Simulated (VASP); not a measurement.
Write the native input for VASP 6.6.1 that does the following.

```yaml
Task: single point
Functional: PBEsol
Potentials_or_basis: VASP PAW PBE potentials, release 64 (C)
Cutoff: 520 eV
k_mesh: 12 × 12 × 8
Occupations: gaussian, width 0.01 eV
Spin: no spin polarisation
Dipole_correction: no
Further_INCAR_settings: ALGO = Normal; EDIFF = 1e-07; NBANDS = 11
```

The structure of C lies in POSCAR:

```
C
1.0
    2.1273203072     -1.2282824400      0.0000000000
    2.1273203072      1.2282824400      0.0000000000
   -1.3790696309      0.0000000000      3.5028300786
C
2
Direct
    0.1666444700      0.1666444700      0.9999069600
    0.8333555300      0.8333555300      0.0000930400
```

These files were run (other wordings do the same):

INCAR

```
SYSTEM = C
PREC     = Accurate       ! precision mode
ENCUT    = 520            ! plane-wave cutoff, eV
EDIFF    = 1E-7           ! SCF threshold, eV
ISMEAR   = 0              ! smearing method
SIGMA    = 0.01           ! smearing width, eV
LREAL    = .FALSE.        ! projectors in reciprocal space
LASPH    = .TRUE.         ! aspherical terms in the spheres
NELM     = 80             ! most SCF steps
ALGO     = Normal         ! electronic algorithm
ISIF     = 2              ! what is computed and relaxed
LWAVE    = .FALSE.        ! write WAVECAR
LCHARG   = .TRUE.         ! write CHGCAR
GGA      = PS             ! functional
LELF     = .TRUE.         ! ELF
LVHAR    = .TRUE.       
NBANDS   = 11             ! bands
```

KPOINTS

```
regular mesh
0
G
  12 12 8
  0 0 0
```

Potentials or basis: VASP PAW PBE potentials, release 64 (C).

Command:

```console
$ cat potpaw_PBE.64/C/POTCAR > POTCAR
$ mpirun -np 1 vasp_std > vasp.out
```

It gave:

The pressure is 1.5 GPa. The largest force is 0.009 eV/Å and the band gap on the k mesh is 0.48 eV, indirect (least direct gap 0.50 eV).

Caveat: the PAW data sets were made with another functional, which shifts forces and pressure a little; this functional lacks dispersion, which binds the layers, so the pressure and a relaxed spacing across them are unreliable.

Wall time 33 s on 1 thread of Intel(R) Xeon(R) Platinum 8488C (Sapphire Rapids) (shared host), peak memory 0.16 GiB.
